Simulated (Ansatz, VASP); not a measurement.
One calculation of Si2Ni, two programs

```
Si Ni
1.0
     0.00000    2.67440    2.67440
     2.67440    0.00000    2.67440
     2.67440    2.67440    0.00000
Si Ni
2 1
Direct
  0.25000 0.25000 0.25000
  0.75000 0.75000 0.75000
  0.00000 0.00000 0.00000
```

Alike in both runs: functional LDA; k mesh 8 × 8 × 8; occupations fermi-dirac, width 0.1 eV; no spin polarisation.

Ansatz relaxed the structure, and its values are those at the end. VASP's run is a single point on that final structure, the one shown.

```csv
,VASP,Ansatz
version,VASP 6.6.1,Ansatz 0.2.0
potentials or method,"VASP PAW LDA potentials, release 64 (Si, Ni)","PAW with Ansatz's default frozen-core files, scalar-relativistic"
plane-wave cutoff (eV),520,420
valence electrons in the cell,18,26
```

|  | VASP | Ansatz | Ansatz less VASP |
| --- | --- | --- | --- |
| pressure (GPa) | 0.2 | 0.0 | -0.21 |

LDA's correlation is that of Perdew and Zunger in VASP and of Perdew and Wang (1992) in Ansatz. VASP's potentials hold 18 valence electrons a cell and Ansatz's 26, so a difference there can come from the potentials and not from the codes.
